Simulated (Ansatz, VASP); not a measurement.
**One calculation of Ba, two programs**

Contents of INCAR:

```
SYSTEM = Ba
  PREC = Accurate
  ENCUT = 520
  EDIFF = 1E-6
  ISMEAR = -1
  SIGMA = 0.1
  LREAL = .FALSE.
  LASPH = .TRUE.
  NELM = 100
  ALGO = Normal
  ISIF = 2
  LWAVE = .FALSE.
  LCHARG = .FALSE.
  GGA = PE
  NBANDS = 17
```

The input KPOINTS:

```
Automatic mesh
0
G
  8 8 8
  0 0 0
```

Contents of POSCAR:

```
Ba
1.0
    0.0000000000      3.9575102788      3.9575102788
    3.9575102788      0.0000000000      3.9575102788
    3.9575102788      3.9575102788      0.0000000000
Ba
2
Direct
    0.1250000000      0.1250000000      0.1250000000
    0.8750000000      0.8750000000      0.8750000000
```

Input for Ansatz:

```yaml
crystal:
  lattice:
    - [0.0, 3.9575102788, 3.9575102788]
    - [3.9575102788, 0.0, 3.9575102788]
    - [3.9575102788, 3.9575102788, 0.0]
  atoms:
    - { symbol: Ba, position: [0.125, 0.125, 0.125] }
    - { symbol: Ba, position: [0.875, 0.875, 0.875] }
hamiltonian:
  xc: pbe
  pseudopotentials:
    kind: paw
    azcp:
      Ba: "pseudopotentials/Ba.paw.azcp"
basis:
  ecutwfc: 420
  fft_grid_basis: typed
kpoints:
  mp_grid: { grid: [8, 8, 8], shift: [0, 0, 0] }
magnetization:
  spin_polarized: false
scf:
  occupations: { method: fermi_dirac, width: 0.1 }
  lower_state_search: "off"
output:
  stress: true
  write_density: true
  write_potential: true
  elf: true
  volumetric_format: npy
```

Alike in both runs: task single point; functional PBE; k mesh 8 × 8 × 8; occupations fermi-dirac, width 0.1 eV; no spin polarisation.

|  | VASP | Ansatz |
| --- | --- | --- |
| version | VASP 6.6.1 | Ansatz 0.2.0 |
| potentials or method | VASP PAW PBE potentials, release 64 (Ba_sv), cutoff 520 eV | plane waves (420 eV) with PAW, scalar-relativistic |
| valence electrons in the cell | 20 | 20 |

VASP gave:

```
pressure (GPa) : -0.1
```

Question: Estimate Ansatz's values.

Answer: Pressure (GPa): -0.4.

The functional is the same, so the differences come from potentials, cutoffs and numerics.

Spin-orbit coupling is off throughout.
